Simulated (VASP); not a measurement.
# Sn (P-1) in VASP: a series of runs

The runs below take Sn through relaxation of cell and atoms, with PBE, PBEsol, RPBE.

All numbers are computed with VASP 6.6.1; they aren't measurements. Logs are shortened: lines on timing, memory, paths and dates and some standing lists are left out, and cuts for length are marked.

## Step 1: The cell of the first run

The typed cell holds 1 atom: a = 3.269 Å, b = 3.303 Å, c = 3.287 Å, α = 110.00°, β = 108.91°, γ = 109.87°.

## Step 2: Relaxation of cell and atoms, PBE

Input file INCAR:

```
SYSTEM = Sn
ALGO = Fast
EDIFF = 1E-6
EDIFFG = -0.01
ENCUT = 600
GGA = PE
IBRION = 2
ISIF = 3
ISMEAR = -1
LASPH = .TRUE.
LCHARG = .FALSE.
LREAL = .FALSE.
LWAVE = .FALSE.
NELM = 100
NSW = 60
PREC = Accurate
SIGMA = 0.05
```

Input file KPOINTS:

```
k-points
0
G
  10 10 10
  0 0 0
```

Input file POSCAR:

```
Sn
1.0
   -1.8911382700      1.8977927600      1.8732002100
    1.8971113000     -1.9215372200      1.9029177100
    1.8832449900      1.9136439400     -1.8969446700
Sn
1
Direct
    0.0000000000      0.0000000000      0.0000000000
```

Potentials or basis: VASP PAW PBE potentials, release 64 (Sn_d).

Launch:

```bash
$ cat potpaw_PBE.64/Sn_d/POTCAR > POTCAR
$ mpirun -np 1 vasp_std > vasp.out
```

OUTCAR:

```text
SYSTEM = Sn
   EDIFF = 1E-6
   EDIFFG = -0.01
   ENCUT = 600
   GGA = PE
   IBRION = 2
   ISIF = 3
   ISMEAR = -1
   LASPH = .TRUE.
   LREAL = .FALSE.
   NELM = 100
   NSW = 60
   PREC = Accurate

 ion  position               nearest neighbor table
   1  0.000  0.000  0.000-

  LATTYP: Found a triclinic cell.
 ALAT       =     8.5230369495
 B/A-ratio  =     0.6311715057
 C/A-ratio  =     0.3832937424
 COS(alpha) =     0.0003116021
 COS(beta)  =     0.2567648264
 COS(gamma) =     0.9493361671

  Lattice vectors:

 A1 = (  -3.7961428500,   7.6307666800,  -0.0534619600)
 A2 = (  -3.7882495700,   3.8193299800,  -0.0297175000)
 A3 = (   1.8892180200,   1.8898994800,   1.8791732500)

Analysis of symmetry for initial positions (statically):
=====================================================================
 Subroutine PRICEL returns:
 Original cell was already a primitive cell.

 Routine SETGRP: Setting up the symmetry group for a
 triclinic supercell.

 Subroutine GETGRP returns: Found  2 space group operations
 (whereof  2 operations were pure point group operations)
 out of a pool of  2 trial point group operations.

The static configuration has the point symmetry S_2 .

Analysis of symmetry for dynamics (positions and initial velocities):
=====================================================================
 Subroutine PRICEL returns:
 Original cell was already a primitive cell.

 Routine SETGRP: Setting up the symmetry group for a
 triclinic supercell.

 Subroutine GETGRP returns: Found  2 space group operations
 (whereof  2 operations were pure point group operations)
 out of a pool of  2 trial point group operations.

The dynamic configuration has the point symmetry S_2 .

 Subroutine INISYM returns: Found  2 space group operations
 (whereof  2 operations are pure point group operations),
 and found     1 'primitive' translations

----------------------------------------------------------------------------------------

                                     Primitive cell

  volume of cell :      27.2030

  direct lattice vectors                    reciprocal lattice vectors
    -1.891138270  1.897792760  1.873200210     0.000130237  0.264028655  0.266482261
     1.897111300 -1.921537220  1.902917710     0.264112127  0.002194233  0.264418266
     1.883244990  1.913643940 -1.896944670     0.265072361  0.262924894  0.001233999

  length of vectors
     3.269082493  3.303397097  3.287406866     0.375131901  0.373733928  0.373355567

  position of ions in fractional coordinates (direct lattice)
     0.000000000  0.000000000  0.000000000

  ion indices of the primitive-cell ions
   primitive index   ion index
                 1           1

----------------------------------------------------------------------------------------

 KPOINTS: k-points

Automatic generation of k-mesh.
 Grid dimensions read from file:
 generate k-points for:   10   10   10

 Generating k-lattice:

  Cartesian coordinates                     Fractional coordinates (reciprocal lattice)
     0.000013024  0.026402865  0.026648226     0.100000000  0.000000000  0.000000000
     0.026411213  0.000219423  0.026441827     0.000000000  0.100000000  0.000000000
     0.026507236  0.026292489  0.000123400     0.000000000 -0.000000000  0.100000000

  Length of vectors
     0.037513190  0.037373393  0.037335557

  Shift w.r.t. Gamma in fractional coordinates (k-lattice)
     0.000000000  0.000000000  0.000000000

 Subroutine IBZKPT returns following result:
 ===========================================

 Found    504 irreducible k-points:

 Following reciprocal coordinates:
            Coordinates               Weight
  0.000000  0.000000  0.000000      1.000000
  0.100000  0.000000  0.000000      2.000000
  0.200000  0.000000  0.000000      2.000000
  0.300000 -0.000000  0.000000      2.000000
  0.400000 -0.000000  0.000000      2.000000
  0.500000  0.000000  0.000000      1.000000
[... 16 lines left out ...]
 -0.400000  0.200000 -0.000000      2.000000
 -0.300000  0.200000 -0.000000      2.000000
 [... further k-points ...]
   k-points           NKPTS =    504   k-points in BZ     NKDIM =    504   number of bands    NBANDS=     11
   number of dos      NEDOS =    301   number of ions     NIONS =      1
   total plane-waves  NPLWV =  21952
   dimension x,y,z NGX =    28 NGY =   28 NGZ =   28
   dimension x,y,z NGXF=    56 NGYF=   56 NGZF=   56
   ions per type =               1
   NGX,Y,Z   is equivalent  to a cutoff of  14.24, 14.09, 14.16 a.u.
   NGXF,Y,Z  is equivalent  to a cutoff of  28.48, 28.18, 28.32 a.u.
 SYSTEM =  Sn
   PREC   = accura    normal or accurate (medium, high low for compatibility)
   ISTART =      0    job   : 0-new  1-cont  2-samecut
   ICHARG =      2    charge: 1-file 2-atom 10-const
   ISPIN  =      1    spin polarized calculation?
   LNONCOLLINEAR =      F non collinear calculations
   LSORBIT =      F    spin-orbit coupling
   LASPH  =      T    aspherical Exc in radial PAW
   ENCUT  =  600.0 eV  44.10 Ry    6.64 a.u.   6.53  6.60  6.57*2*pi/ulx,y,z
   NELM   =    100;   NELMIN=  2; NELMDL= -5     # of ELM steps
   EDIFF  = 0.1E-05   stopping-criterion for ELM
   LREAL  =      F    real-space projection
   EDIFFG = -.1E-01   stopping-criterion for IOM
   NSW    =     60    number of steps for IOM
   IBRION =      2    ionic relax: 0-MD 1-quasi-New 2-CG
   NFREE  =      1    steps in history (QN), initial steepest desc. (CG)
   ISIF   =      3    stress and relaxation
   ISYM   =      2    0-nonsym 1-usesym 2-fastsym
   POTIM  = 0.5000    time-step for ionic-motion
   TEBEG  =    0.0;   TEEND  =   0.0 temperature during run
   PSTRESS=    0.0 pullay stress
   NELECT =      14.0000    total number of electrons
   NUPDOWN=      -1.0000    fix difference up-down
   EMIN   =  10.00;   EMAX   =-10.00  energy-range for DOS
   EFERMI =   0.00;   METHOD = LEGACY
   ISMEAR =    -1;   SIGMA  =   0.05  broadening in eV -4-tet -1-fermi 0-gaus
   EFERMI_NEDOS =   21; number of points for ismear=-14 and -15
   IALGO  =     68    algorithm
   IMIX   =      4    mixing-type and parameters
     AMIX     =   0.40;   BMIX     =  1.00
     AMIX_MAG =   1.60;   BMIX_MAG =  1.00
  volume/ion in A,a.u.               =      27.20       183.58
  Fermi-wavevector in a.u.,A,eV,Ry     =   1.311934  2.479195 23.417934  1.721170
  Thomas-Fermi vector in A             =   2.442361
   LORBIT       =      0    0 simple, 1 ext, 2 COOP (PROOUT), +10 PAW based schemes
   GGA     = PE    functional components
   LHFCALC =     F    Hartree Fock is set to
   AEXX    =    0.0000 exact exchange contribution
   IVDW    =     0    specifies the selected vdW correction
   LEPSILON=     F    determine dielectric tensor
   LRPA    =     F    only Hartree local field effects (RPA)
 conjugate gradient relaxation of ions
 non-spin polarized calculation
 RMM-DIIS sequential band-by-band and
  energy-cutoff  :      600.00
  volume of cell :       27.20
 maximum number of plane-waves:       937
 NGX is ok and might be reduce to    28
   NGX = 13   NGY = 13   NGZ = 13

--------------------------------------- Ionic step        1  -------------------------------------------

 number of electron      13.9999996 magnetization

 Free energy of the ion-electron system (eV)
  ---------------------------------------------------
  ext. energy  EPLUGINS =         0.00000000
  ---------------------------------------------------
  free energy    TOTEN  =        -3.76275618 eV

  energy without entropy =       -3.75551826  energy(sigma->0) =       -3.75913722

------------------------ aborting loop because EDIFF is reached ----------------------------------------

  FORCE on cell =-STRESS in cart. coord.  units (eV):
  Direction    XX          YY          ZZ          XY          YZ          ZX
  --------------------------------------------------------------------------------------
  -------------------------------------------------------------------------------------
  Total        0.0936018      0.1795509      0.0834229     -0.0162381     -0.0204549      0.0119154
  in kB        5.5128673     10.5750175      4.9133630     -0.9563763     -1.2047308      0.7017809
  external PRESSURE =       7.0004159 kB  Pullay stress =       0.0000000 kB
[... 86 lines left out ...]
  FREE ENERGIE OF THE ION-ELECTRON SYSTEM (eV)
  ---------------------------------------------------
  free  energy   TOTEN  =        -3.7638780716 eV

  energy  without entropy=       -3.7563608054  energy(sigma->0) =       -3.76011944

[... ionic steps 4 to 27 ...]

--------------------------------------- Ionic step       28  -------------------------------------------

 number of electron      14.0000004 magnetization

------------------------ aborting loop because EDIFF is reached ----------------------------------------

  FORCE on cell =-STRESS in cart. coord.  units (eV):
  Direction    XX          YY          ZZ          XY          YZ          ZX
  --------------------------------------------------------------------------------------
  -------------------------------------------------------------------------------------
  Total       -0.0050439      0.0223577     -0.0377835     -0.0011366     -0.0062491      0.0149514
  in kB       -0.2908955      1.2894372     -2.1790871     -0.0655515     -0.3604053      0.8622951
  external PRESSURE =      -0.3935151 kB  Pullay stress =       0.0000000 kB
[... 55 lines left out ...]
  energy  without entropy=       -3.7796507875  energy(sigma->0) =       -3.78153896

--------------------------------------- Ionic step       30  -------------------------------------------

 number of electron      14.0000004 magnetization

 Free energy of the ion-electron system (eV)
  ---------------------------------------------------
  ext. energy  EPLUGINS =         0.00000000
  ---------------------------------------------------
  free energy    TOTEN  =        -3.78351284 eV

  energy without entropy =       -3.77958727  energy(sigma->0) =       -3.78155005

 E-fermi :   7.8368     XC(G=0): -10.2681

 val. band max:        7.7738949747   @ k =  -0.1000  -0.2000   0.4000
 cond. band min:       7.8499966856   @ k =   0.3000  -0.2000   0.3000
 fundamental gap:      0.0761017110
 Fermi energy:         7.8368422020

 k-point     1 :       0.0000    0.0000    0.0000
  band No.  band energies     occupation
      1     -13.7120      2.00000
      2     -13.7110      2.00000
      3     -13.6780      2.00000
      4     -13.6097      2.00000
      5     -13.5681      2.00000
      6      -3.0987      2.00000
      7      15.3050      0.00000
      8      15.6328      0.00000
      9      15.6497      0.00000
     10      19.0112      0.00000
     11      19.7825      0.00000
[... 309 lines left out ...]
 k-point    24 :      -0.3000    0.2000   -0.0000
  band No.  band energies     occupation
      1     -13.7057      2.00000
      2     -13.6858      2.00000
      3     -13.6164      2.00000
      4     -13.5992      2.00000
      5     -13.5838      2.00000
      6      -1.7086      2.00000
      7       9.2678      0.00000
      8      11.7629      0.00000
      9      14.4229      0.00000
     10      17.7359      0.00000
     11      18.7720      0.00000

 [... further k-points ...]
[... 5 lines left out ...]
  --------------------------------------------------------------------------------------
  -------------------------------------------------------------------------------------
  Total       -0.0098460      0.0089567      0.0018395     -0.0008884     -0.0005800      0.0052625
  in kB       -0.5683566      0.5170213      0.1061833     -0.0512839     -0.0334781      0.3037792
  external PRESSURE =       0.0182827 kB  Pullay stress =       0.0000000 kB
[... 16 lines left out ...]
  FREE ENERGIE OF THE ION-ELECTRON SYSTEM (eV)
  ---------------------------------------------------
  free  energy   TOTEN  =        -3.7835128408 eV

  energy  without entropy=       -3.7795872677  energy(sigma->0) =       -3.78155005

 reached required accuracy - stopping structural energy minimisation
```

Wall time 27 min (1 thread of Intel Xeon 6975P-C (Granite Rapids), shared host); peak memory 0.36 GiB.

What came out:

```yaml
Free_energy: -3.7835 eV
Relaxed_volume: 27.76 Å³/atom
Relaxed_cell: a = 3.318 Å, b = 3.315 Å, c = 3.318 Å, α = 113.16°, β = 102.29°, γ = 113.23°
Space_group_after_relaxing_to_0.1_Å: I4/mmm (No. 139)
Energy_gained_by_relaxing: 20.8 meV/atom
Ionic_steps: 30
Pressure_after_relaxing: 0.0 GPa
Band_gap_on_the_k_mesh: zero (bands 7 and 8 overlap by 9.60 eV)
```

Stress tensor (GPa, compression positive):
```
-0.06 -0.01  0.03
-0.01  0.05  0.00
 0.03  0.00  0.01
```

The path:
| step | energy change (eV) | largest force (eV/Å) | pressure (GPa) | volume (Å³) |
| --- | --- | --- | --- | --- |
| 1 | 0.0000 | 0.0000 | 0.70 | 27.20 |
| 2 | -0.0012 | 0.0000 | 0.03 | 27.67 |
| 3 | -0.0011 | 0.0000 | -0.19 | 27.83 |
| 4 | -0.0024 | 0.0000 | -0.49 | 27.93 |
| 5 | -0.0055 | 0.0000 | -0.83 | 28.21 |
| 6 | -0.0052 | 0.0000 | -1.46 | 28.71 |
| 7 | -0.0069 | 0.0000 | -1.05 | 28.38 |
| 8 | -0.0072 | 0.0000 | -1.25 | 28.51 |
| 9 | -0.0072 | 0.0000 | -1.18 | 28.45 |
| 10 | -0.0076 | 0.0000 | -1.16 | 28.44 |
| 11 | -0.0086 | 0.0000 | -1.10 | 28.41 |
| 12 | -0.0091 | 0.0000 | -0.92 | 28.34 |
| 13 | -0.0092 | 0.0000 | -0.98 | 28.35 |
| 14 | -0.0100 | 0.0000 | -1.00 | 28.27 |
| 15 | -0.0121 | 0.0000 | -0.65 | 28.03 |
| 16 | -0.0145 | 0.0000 | 0.19 | 27.55 |
| 17 | -0.0109 | 0.0000 | 2.15 | 26.59 |
| 18 | -0.0147 | 0.0000 | 0.81 | 27.32 |
| 19 | -0.0162 | 0.0000 | 0.75 | 27.31 |
| 20 | -0.0191 | 0.0000 | 0.82 | 27.30 |
| 21 | -0.0193 | 0.0000 | 0.84 | 27.29 |
| 22 | -0.0205 | 0.0000 | 0.32 | 27.61 |
| 23 | -0.0206 | 0.0000 | -0.08 | 27.84 |
| 24 | -0.0206 | 0.0000 | -0.05 | 27.81 |
| 25 | -0.0206 | 0.0000 | -0.08 | 27.80 |
| 26 | -0.0206 | 0.0000 | 0.05 | 27.70 |
| 27 | -0.0206 | 0.0000 | -0.02 | 27.77 |
| 28 | -0.0206 | 0.0000 | -0.04 | 27.78 |
| 29 | -0.0207 | 0.0000 | -0.01 | 27.77 |
| 30 | -0.0208 | 0.0000 | 0.00 | 27.76 |

Final structure:
```
CELL_PARAMETERS angstrom
-1.82525 2.08003 1.83045
1.82274 -2.08731 1.81921
1.83059 2.08325 -1.82217
ATOMIC_POSITIONS crystal
Sn 0.00000 0.00000 0.00000
```

Caveat: spin-orbit coupling is left out, which moves the levels of the heavy elements.

## Step 3: Relaxation of cell and atoms, PBEsol

Input file INCAR:

```
PREC = Accurate ; ENCUT = 600
EDIFF = 1E-7 ; ISMEAR = -1
SIGMA = 0.05 ; LREAL = F
LASPH = T ; NELM = 80
ALGO = Fast ; ISIF = 3
LWAVE = F ; LCHARG = F
GGA = PS ; IBRION = 2
NSW = 60 ; EDIFFG = -0.01
```

Input file KPOINTS:

```
Automatic mesh
0
Gamma
  10 10 10
```

POSCAR is that of step 2.

Potentials or basis: VASP PAW PBE potentials, release 64 (Sn_d).

Launch:

```bash
$ cat potpaw_PBE.64/Sn_d/POTCAR > POTCAR
$ mpirun -np 1 vasp_std > vasp.out
```

Run time: 35 min. Hardware: 1 thread of Intel Xeon 6975P-C (Granite Rapids), shared host; peak memory 0.37 GiB.

Results (log left out):

* Free energy: -4.2376 eV
* Relaxed volume: 26.25 Å³/atom
* Relaxed cell: a = 3.253 Å, b = 3.254 Å, c = 3.256 Å, α = 113.22°, β = 102.16°, γ = 113.18°
* Space group after relaxing (to 0.1 Å): I4/mmm (No. 139)
* Energy gained by relaxing: 24.9 meV/atom
* Ionic steps: 33
* Pressure after relaxing: 0.0 GPa
* Band gap on the k mesh: zero (bands 7 and 8 overlap by 10.22 eV)

The path:
| step | energy change (eV) | largest force (eV/Å) | pressure (GPa) | volume (Å³) |
| --- | --- | --- | --- | --- |
| 1 | 0.0000 | 0.0000 | -2.00 | 27.20 |
| 2 | -0.0088 | 0.0000 | 0.25 | 25.89 |
| 3 | -0.0089 | 0.0000 | 0.07 | 25.98 |
| 4 | -0.0089 | 0.0000 | 0.00 | 26.00 |
| 5 | -0.0092 | 0.0000 | 0.04 | 26.00 |
| 6 | -0.0100 | 0.0000 | 0.12 | 26.01 |
| 7 | -0.0115 | 0.0000 | 0.24 | 26.03 |
| 8 | -0.0116 | 0.0000 | 0.51 | 26.02 |
| 9 | -0.0121 | 0.0000 | 0.39 | 26.03 |
| 10 | -0.0122 | 0.0000 | 0.38 | 26.04 |
| 11 | -0.0124 | 0.0000 | 0.34 | 26.07 |
| 12 | -0.0130 | 0.0000 | 0.22 | 26.13 |
| 13 | -0.0135 | 0.0000 | 0.04 | 26.23 |
| 14 | -0.0135 | 0.0000 | 0.08 | 26.20 |
| 15 | -0.0141 | 0.0000 | 0.03 | 26.23 |
| 16 | -0.0153 | 0.0000 | -0.12 | 26.30 |
| 17 | -0.0156 | 0.0000 | -0.36 | 26.45 |
| 18 | -0.0175 | 0.0000 | -0.28 | 26.39 |
| 19 | -0.0229 | 0.0000 | 0.06 | 26.22 |
| 20 | -0.0205 | 0.0000 | 1.08 | 25.84 |
| 21 | -0.0237 | 0.0000 | 0.46 | 26.05 |
| 22 | -0.0239 | 0.0000 | 0.36 | 26.10 |
| 23 | -0.0240 | 0.0000 | 0.31 | 26.12 |
| 24 | -0.0243 | 0.0000 | 0.05 | 26.26 |
| 25 | -0.0243 | 0.0000 | -0.13 | 26.35 |
| 26 | -0.0245 | 0.0000 | -0.12 | 26.31 |
| 27 | -0.0246 | 0.0000 | 0.11 | 26.20 |
| 28 | -0.0246 | 0.0000 | 0.04 | 26.23 |
| 29 | -0.0248 | 0.0000 | 0.03 | 26.23 |
| 30 | -0.0248 | 0.0000 | 0.03 | 26.23 |
| 31 | -0.0248 | 0.0000 | 0.02 | 26.23 |
| 32 | -0.0248 | 0.0000 | 0.02 | 26.23 |
| 33 | -0.0249 | 0.0000 | -0.02 | 26.25 |

Final structure:
```
Sn
1.0
    -1.78305    2.04300    1.79753
     1.78589   -2.05197    1.78569
     1.79695    2.04650   -1.78433
Sn
1
Direct
  0.00000 0.00000 0.00000
```

Levels at points of the mesh, in eV from the Fermi level:
```csv
k point,band 5,band 6,band 7,band 8,band 9,band 10
"(0.00, 0.00, 0.00)",-21.28,-11.35,7.93,8.30,8.31,11.28
"(0.50, 0.00, 0.00)",-21.21,-6.68,-4.70,4.43,6.29,8.97
"(0.00, 0.50, 0.00)",-21.19,-5.85,-4.31,2.83,4.11,6.97
"(0.50, 0.50, 0.00)",-21.21,-6.66,-4.70,4.40,6.28,8.95
"(0.00, 0.00, 0.50)",-21.21,-6.69,-4.70,4.43,6.29,8.98
"(0.50, 0.00, 0.50)",-21.19,-5.84,-4.30,2.81,4.10,6.95
"(0.00, 0.50, 0.50)",-21.21,-6.67,-4.70,4.41,6.29,8.96
"(0.50, 0.50, 0.50)",-21.21,-2.79,-2.01,0.40,0.41,3.85
```

Caveat: the PAW data sets were made with another functional, which shifts forces and pressure a little; spin-orbit coupling is left out, which moves the levels of the heavy elements.

(Part 1 of 2 ends here.)

The gap in the log of VASP goes by the Fermi energy; the results here count the filled bands.